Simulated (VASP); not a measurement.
# Mg in VASP: further runs

Runs on Mg. Level: PBE. Tasks: electric field gradients.

Program: VASP 6.6.1. These are calculated values, not measurements. Logs are shortened: lines on timing, memory, paths and dates and some standing lists are left out, and cuts for length are marked.

### Step 1. The cell of the first run

Symmetry: P6_3/mmc, No. 194, hexagonal system. Conventional cell: a = 3.306 Å, b = 3.306 Å, c = 5.210 Å, α = 90.00°, β = 90.00°, γ = 120.00°. Within 4.2 Å of Mg (site symmetry -6m2) lie 12 Mg at 3.23 to 3.31 Å.

### Step 2. Electric field gradients, PBE (equal xx and yy strain of +3 %)

INCAR

```
SYSTEM = Mg
ALGO = Normal
EDIFF = 1E-8
ENCUT = 520
GGA = PE
ISIF = 2
ISMEAR = -1
LASPH = .True.
LCHARG = .False.
LEFG = .True.
LREAL = .False.
LWAVE = .False.
NBANDS = 9
NELM = 100
PREC = Accurate
SIGMA = 0.08
```

KPOINTS

```
k-points
0
Gamma
  12 12 7
  0 0 0
```

POSCAR

```
Mg
1.0
    3.3055496785      0.0000000000      0.0000000000
   -1.6527748392      2.8626899950      0.0000000000
    0.0000000000      0.0000000000      5.2103300000
Mg
2
Direct
    0.3333333333      0.6666666667      0.2500000000
    0.6666666667      0.3333333333      0.7500000000
```

Potentials or basis: VASP PAW PBE potentials, release 64 (Mg).

The run is started by

```bash
$ cat potpaw_PBE.64/Mg/POTCAR > POTCAR
$ mpirun -np 1 vasp_std > vasp.out
```

OUTCAR:

```text
SYSTEM = Mg
   EDIFF = 1E-8
   ENCUT = 520
   GGA = PE
   ISIF = 2
   ISMEAR = -1
   LASPH = .True.
   LREAL = .False.
   NELM = 100
   PREC = Accurate

 ion  position               nearest neighbor table
   1  0.333  0.667  0.250-   2 3.23   2 3.23   2 3.23   2 3.23   2 3.23   2 3.23
   2  0.667  0.333  0.750-   1 3.23   1 3.23   1 3.23   1 3.23   1 3.23   1 3.23

  LATTYP: Found a hexagonal cell.
 ALAT       =     3.3055496785
 C/A-ratio  =     1.5762370882

  Lattice vectors:

 A1 = (   3.3055496785,   0.0000000000,   0.0000000000)
 A2 = (  -1.6527748392,   2.8626899950,   0.0000000000)
 A3 = (   0.0000000000,   0.0000000000,   5.2103300000)

Analysis of symmetry for initial positions (statically):
=====================================================================
 Subroutine PRICEL returns:
 Original cell was already a primitive cell.

 Routine SETGRP: Setting up the symmetry group for a
 hexagonal supercell.

 Subroutine GETGRP returns: Found 24 space group operations
 (whereof 12 operations were pure point group operations)
 out of a pool of 24 trial point group operations.

The static configuration has the point symmetry D_3d.
 The point group associated with its full space group is D_6h.

Analysis of symmetry for dynamics (positions and initial velocities):
=====================================================================
 Subroutine PRICEL returns:
 Original cell was already a primitive cell.

 Routine SETGRP: Setting up the symmetry group for a
 hexagonal supercell.

 Subroutine GETGRP returns: Found 24 space group operations
 (whereof 12 operations were pure point group operations)
 out of a pool of 24 trial point group operations.

The dynamic configuration has the point symmetry D_3d.
 The point group associated with its full space group is D_6h.

 Subroutine INISYM returns: Found 24 space group operations
 (whereof 12 operations are pure point group operations),
 and found     1 'primitive' translations

----------------------------------------------------------------------------------------

                                     Primitive cell

  volume of cell :      49.3041

  direct lattice vectors                    reciprocal lattice vectors
     3.305549678  0.000000000  0.000000000     0.302521546  0.174660896  0.000000000
    -1.652774839  2.862689995  0.000000000     0.000000000  0.349321792  0.000000000
     0.000000000  0.000000000  5.210330000     0.000000000  0.000000000  0.191926423

  length of vectors
     3.305549678  3.305549678  5.210330000     0.349321792  0.349321792  0.191926423

  position of ions in fractional coordinates (direct lattice)
     0.333333333  0.666666667  0.250000000
     0.666666667  0.333333333  0.750000000

  ion indices of the primitive-cell ions
   primitive index   ion index
                 1           1
                 2           2

----------------------------------------------------------------------------------------

 KPOINTS: k-points

Automatic generation of k-mesh.
 Grid dimensions read from file:
 generate k-points for:   12   12    7

 Generating k-lattice:

  Cartesian coordinates                     Fractional coordinates (reciprocal lattice)
     0.025210129  0.014555075  0.000000000     0.083333333  0.000000000  0.000000000
     0.000000000  0.029110149  0.000000000     0.000000000  0.083333333  0.000000000
     0.000000000  0.000000000  0.027418060     0.000000000  0.000000000  0.142857143

  Length of vectors
     0.029110149  0.029110149  0.027418060

  Shift w.r.t. Gamma in fractional coordinates (k-lattice)
     0.000000000  0.000000000  0.000000000

 Subroutine IBZKPT returns following result:
 ===========================================

 Found     76 irreducible k-points:

 Following reciprocal coordinates:
            Coordinates               Weight
  0.000000  0.000000  0.000000      1.000000
  0.083333 -0.000000  0.000000      6.000000
  0.166667  0.000000  0.000000      6.000000
  0.250000  0.000000  0.000000      6.000000
  0.333333  0.000000  0.000000      6.000000
  0.416667  0.000000  0.000000      6.000000
[... 16 lines left out ...]
  0.250000  0.000000  0.142857     12.000000
  0.333333  0.000000  0.142857     12.000000
 [... further k-points ...]
   k-points           NKPTS =     76   k-points in BZ     NKDIM =     76   number of bands    NBANDS=      9
   number of dos      NEDOS =    301   number of ions     NIONS =      2
   total plane-waves  NPLWV =  31360
   dimension x,y,z NGX =    28 NGY =   28 NGZ =   40
   dimension x,y,z NGXF=    56 NGYF=   56 NGZF=   80
   ions per type =               2
   NGX,Y,Z   is equivalent  to a cutoff of  14.08, 14.08, 12.76 a.u.
   NGXF,Y,Z  is equivalent  to a cutoff of  28.16, 28.16, 25.53 a.u.
 SYSTEM =  Mg
   PREC   = accura    normal or accurate (medium, high low for compatibility)
   ISTART =      0    job   : 0-new  1-cont  2-samecut
   ICHARG =      2    charge: 1-file 2-atom 10-const
   ISPIN  =      1    spin polarized calculation?
   LNONCOLLINEAR =      F non collinear calculations
   LSORBIT =      F    spin-orbit coupling
   LASPH  =      T    aspherical Exc in radial PAW
   ENCUT  =  520.0 eV  38.22 Ry    6.18 a.u.   6.15  6.15  9.69*2*pi/ulx,y,z
   NELM   =    100;   NELMIN=  2; NELMDL= -5     # of ELM steps
   EDIFF  = 0.1E-07   stopping-criterion for ELM
   LREAL  =      F    real-space projection
   EDIFFG = 0.1E-06   stopping-criterion for IOM
   NSW    =      0    number of steps for IOM
   IBRION =     -1    ionic relax: 0-MD 1-quasi-New 2-CG
   NFREE  =      0    steps in history (QN), initial steepest desc. (CG)
   ISIF   =      2    stress and relaxation
   ISYM   =      2    0-nonsym 1-usesym 2-fastsym
   POTIM  = 0.5000    time-step for ionic-motion
   TEBEG  =    0.0;   TEEND  =   0.0 temperature during run
   PSTRESS=    0.0 pullay stress
   NELECT =       4.0000    total number of electrons
   NUPDOWN=      -1.0000    fix difference up-down
   EMIN   =  10.00;   EMAX   =-10.00  energy-range for DOS
   EFERMI =   0.00;   METHOD = LEGACY
   ISMEAR =    -1;   SIGMA  =   0.08  broadening in eV -4-tet -1-fermi 0-gaus
   EFERMI_NEDOS =   21; number of points for ismear=-14 and -15
   IALGO  =     38    algorithm
   IMIX   =      4    mixing-type and parameters
     AMIX     =   0.40;   BMIX     =  1.00
     AMIX_MAG =   1.60;   BMIX_MAG =  1.00
  volume/ion in A,a.u.               =      24.65       166.36
  Fermi-wavevector in a.u.,A,eV,Ry     =   0.708708  1.339263  6.833750  0.502266
  Thomas-Fermi vector in A             =   1.795095
   LORBIT       =      0    0 simple, 1 ext, 2 COOP (PROOUT), +10 PAW based schemes
   GGA     = PE    functional components
   LHFCALC =     F    Hartree Fock is set to
   AEXX    =    0.0000 exact exchange contribution
   IVDW    =     0    specifies the selected vdW correction
   LEPSILON=     F    determine dielectric tensor
   LRPA    =     F    only Hartree local field effects (RPA)
 non-spin polarized calculation
  energy-cutoff  :      520.00
  volume of cell :       49.30
 maximum number of plane-waves:      1351
 NGX is ok and might be reduce to    28
   NGX = 13   NGY = 13   NGZ = 19

 number of electron       4.0000000 magnetization

 Free energy of the ion-electron system (eV)
  ---------------------------------------------------
  ext. energy  EPLUGINS =         0.00000000
  ---------------------------------------------------
  free energy    TOTEN  =        -2.99376643 eV

  energy without entropy =       -2.97570623  energy(sigma->0) =       -2.98473633

 E-fermi :   2.2236     XC(G=0):  -8.2732

 val. band max:        2.1513612772   @ k =   0.1667   0.0833   0.0000
 cond. band min:       2.2600207905   @ k =   0.1667   0.1667   0.0000
 fundamental gap:      0.1086595132
 Fermi energy:         2.2236333901

 k-point     1 :       0.0000    0.0000    0.0000
  band No.  band energies     occupation
      1      -4.3583      2.00000
      2       0.8519      2.00000
      3       1.2954      1.99998
      4      12.4076      0.00000
      5      12.4076      0.00000
      6      12.5054      0.00000
      7      12.5054      0.00000
      8      13.7777      0.00000
      9      14.7347      0.00000

 k-point     2 :       0.0833   -0.0000    0.0000
  band No.  band energies     occupation
      1      -4.2305      2.00000
      2       0.9692      2.00000
      3       1.4200      1.99991
      4      10.2866      0.00000
      5      11.2491      0.00000
      6      12.1296      0.00000
      7      13.8707      0.00000
      8      14.7669      0.00000
      9      14.9041      0.00000

 k-point     3 :       0.1667    0.0000    0.0000
  band No.  band energies     occupation
      1      -3.8482      2.00000
      2       1.3211      1.99997
      3       1.7897      1.99122
      4       7.9067      0.00000
      5      10.2634      0.00000
      6      11.0436      0.00000
      7      12.6008      0.00000
      8      13.4401      0.00000
      9      14.8928      0.00000

 k-point     4 :       0.2500    0.0000    0.0000
  band No.  band energies     occupation
      1      -3.2142      2.00000
      2       1.9079      1.96211
      3       2.3831      0.23988
      4       5.7063      0.00000
      5       9.4985      0.00000
      6       9.9157      0.00000
      7      10.4060      0.00000
      8      11.7730      0.00000
      9      14.0639      0.00000
[... 205 lines left out ...]
 k-point    22 :       0.1667    0.0000    0.1429
  band No.  band energies     occupation
      1      -3.7354      2.00000
      2       0.1305      2.00000
      3       3.1739      0.00001
      4       8.0077      0.00000
      5      10.3598      0.00000
      6      10.9348      0.00000
      7      11.8883      0.00000
      8      13.7361      0.00000
      9      13.9834      0.00000

 k-point    23 :       0.2500    0.0000    0.1429
  band No.  band energies     occupation
      1      -3.1020      2.00000
      2       0.7360      2.00000
      3       3.7296      0.00000
      4       5.8272      0.00000
      5       9.1861      0.00000
      6       9.5951      0.00000
      7      10.5934      0.00000
      8      12.5073      0.00000
      9      12.9904      0.00000

 k-point    24 :       0.3333    0.0000    0.1429
  band No.  band energies     occupation
      1      -2.2218      2.00000
      2       1.5643      1.99947
      3       3.5958      0.00000
      4       4.7755      0.00000
      5       7.3102      0.00000
      6       9.0500      0.00000
      7       9.5674      0.00000
      8      11.0242      0.00000
      9      12.4392      0.00000

 [... further k-points ...]

------------------------ aborting loop because EDIFF is reached ----------------------------------------

  FORCE on cell =-STRESS in cart. coord.  units (eV):
  Direction    XX          YY          ZZ          XY          YZ          ZX
  --------------------------------------------------------------------------------------
  -------------------------------------------------------------------------------------
  Total       -0.7853280     -0.7853280     -0.5903142     -0.0000000      0.0000000      0.0000000
  in kB      -25.5198687    -25.5198687    -19.1827366     -0.0000000      0.0000000      0.0000000
  external PRESSURE =     -23.4074914 kB  Pullay stress =       0.0000000 kB

 VOLUME and BASIS-vectors are now :
 -----------------------------------------------------------------------------
  energy-cutoff  :      520.00
  volume of cell :       49.30
      direct lattice vectors                 reciprocal lattice vectors
     3.305549678  0.000000000  0.000000000     0.302521546  0.174660896  0.000000000
    -1.652774839  2.862689995  0.000000000     0.000000000  0.349321792  0.000000000
     0.000000000  0.000000000  5.210330000     0.000000000  0.000000000  0.191926423

 POSITION                                       TOTAL-FORCE (eV/Angst)
 -----------------------------------------------------------------------------------
     -0.00000      1.90846      1.30258         0.000000     -0.000000      0.000000
      1.65277      0.95423      3.90775        -0.000000      0.000000      0.000000
 -----------------------------------------------------------------------------------
    total drift:                               -0.000000      0.000000     -0.000000

  FREE ENERGIE OF THE ION-ELECTRON SYSTEM (eV)
  ---------------------------------------------------
  free  energy   TOTEN  =        -2.9937664346 eV

  energy  without entropy=       -2.9757062305  energy(sigma->0) =       -2.98473633

 Electric field gradients (V/A^2)
---------------------------------------------------------------------
 ion       V_xx      V_yy      V_zz      V_xy      V_xz      V_yz
---------------------------------------------------------------------
   1       0.284     0.284    -0.567     0.000     0.000    -0.000
   2       0.284     0.284    -0.567     0.000    -0.000     0.000
---------------------------------------------------------------------

 Electric field gradients after diagonalization (V/A^2)
 (convention: |V_zz| > |V_xx| > |V_yy|)
----------------------------------------------------------------------
 ion       V_xx      V_yy      V_zz     asymmetry (V_yy - V_xx)/ V_zz
----------------------------------------------------------------------
   1       0.284     0.284    -0.567       0.000
   2       0.284     0.284    -0.567       0.000
----------------------------------------------------------------------

           NMR quadrupolar parameters

 Cq : quadrupolar parameter    Cq=e*Q*V_zz/h
 eta: asymmetry parameters     (V_yy - V_xx)/ V_zz
 Q  : nuclear electric quadrupole moment in mb (millibarn)
----------------------------------------------------------------------
 ion       Cq(MHz)       eta       Q (mb)
----------------------------------------------------------------------
   1      -0.001       0.000       1.000
   2      -0.001       0.000       1.000
----------------------------------------------------------------------
```

It took 12 s on 1 thread of Intel Xeon 6975P-C (Granite Rapids), shared host; peak memory 0.19 GiB.

What came out:

* Free energy: -2.9938 eV
* Pressure: -2.3 GPa
* Band gap on the k mesh: zero (bands 2 and 3 overlap by 1.87 eV)
* Largest electric field gradient by atom: Mg -0.6 V/Å²

Levels at points of the mesh, in eV from the Fermi level:
| k point | band 1 | band 2 | band 3 | band 4 | band 5 | band 6 |
| --- | --- | --- | --- | --- | --- | --- |
| (0.00, 0.00, 0.00) | -6.58 | -1.37 | -0.93 | 10.18 | 10.18 | 10.28 |
| (0.50, 0.00, 0.00) | -2.13 | -2.04 | 2.65 | 3.10 | 3.33 | 3.68 |

Electric field gradients, principal values (V/Å²):
```csv
atom,least,middle,greatest (by size)
1 Mg,0.284,0.284,-0.567
2 Mg,0.284,0.284,-0.567
```

Caveat: the cell differs from its parent crystal (equal xx and yy strain of +3 %); without QUAD_EFG the Cq values of the log hold for a quadrupole moment of 1 mb, not for the nuclei.

(Continued in part 2 of 2.)
